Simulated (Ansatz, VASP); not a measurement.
Be2CN: VASP beside Ansatz

Contents of INCAR:

```
SYSTEM = Be2CN
PREC     = Accurate       ! precision mode
ENCUT    = 520            ! plane-wave cutoff, eV
EDIFF    = 1E-7           ! SCF threshold, eV
ISMEAR   = 0              ! smearing method
SIGMA    = 0.1            ! smearing width, eV
LREAL    = .FALSE.        ! projectors in reciprocal space
LASPH    = .TRUE.         ! aspherical terms in the spheres
NELM     = 150            ! most SCF steps
ALGO     = Normal         ! electronic algorithm
ISIF     = 2              ! what is computed and relaxed
LWAVE    = .FALSE.        ! write WAVECAR
LCHARG   = .TRUE.         ! write CHGCAR
ISPIN    = 2              ! spin polarisation
MAGMOM   = 0 0 1 1        ! initial moments
LORBIT   = 11             ! projections on sites
GGA      = PE             ! functional
LELF     = .TRUE.         ! ELF
LVHAR    = .TRUE.       
NBANDS   = 18             ! bands
```

KPOINTS

```
Automatic mesh
0
G
  6 6 4
  0 0 0
```

The input POSCAR:

```
Be2CN
1.0
    3.0348810647      0.0000000000      0.0000000000
   -1.5174405323      2.6282840995      0.0000000000
    0.0000000000      0.0000000000      3.9289037121
Be C N
2 1 1
Direct
    0.0000000000      0.0000000000      0.5000000000
    0.3333333333      0.6666666667      0.0000000000
    0.0000000000      0.0000000000      0.0000000000
    0.3333333333      0.6666666667      0.5000000000
```

Input for Ansatz:

```yaml
crystal:
  lattice:
    - [3.0348810647, 0.0, 0.0]
    - [-1.5174405323, 2.6282840995, 0.0]
    - [0.0, 0.0, 3.9289037121]
  atoms:
    - { symbol: Be, position: [0.0, 0.0, 0.5] }
    - { symbol: Be, position: [0.3333333333, 0.6666666667, 0.0] }
    - { symbol: C, position: [0.0, 0.0, 0.0], spin: 1.0 }
    - { symbol: "N", position: [0.3333333333, 0.6666666667, 0.5], spin: 1.0 }
basis:
  ecutwfc: 420
kpoints:
  mp_grid: { grid: [6, 6, 4] }
hamiltonian:
  xc: pbe
scf:
  occupations: { method: gaussian, width: 0.1 }
  lower_state_search: "off"
output:
  forces: true
  stress: true
  eigenvalues: true
  populations: true
magnetization:
  spin_polarized: true
```

Alike in both runs: task single point; functional PBE; k mesh 6 × 6 × 4; occupations gaussian, width 0.1 eV; collinear spin.

```csv
,VASP,Ansatz
version,VASP 6.6.1,Ansatz 0.2.0
potentials or method,"VASP PAW PBE potentials, release 64 (Be, C, N), cutoff 520 eV","scalar-relativistic, plane waves, PAW"
valence electrons in the cell,13,13
```

|  | VASP | Ansatz | Ansatz less VASP |
| --- | --- | --- | --- |
| gap on the k mesh at the Fermi level (eV) | none | none | - |
| pressure (GPa) | 0.3 | 0.1 | -0.20 |
| traceless stress, the component that is largest in VASP (GPa) | -0.28 | -0.15 | +0.129 |
| net moment per atom (μB) | 0.00 | 0.00 | 0.000 |

A gap of «none» marks a metal or a gap that the smearing closes. Ansatz's warnings: seeded moment not kept.

The k mesh is coarse, so the values compare programs but aren't converged.
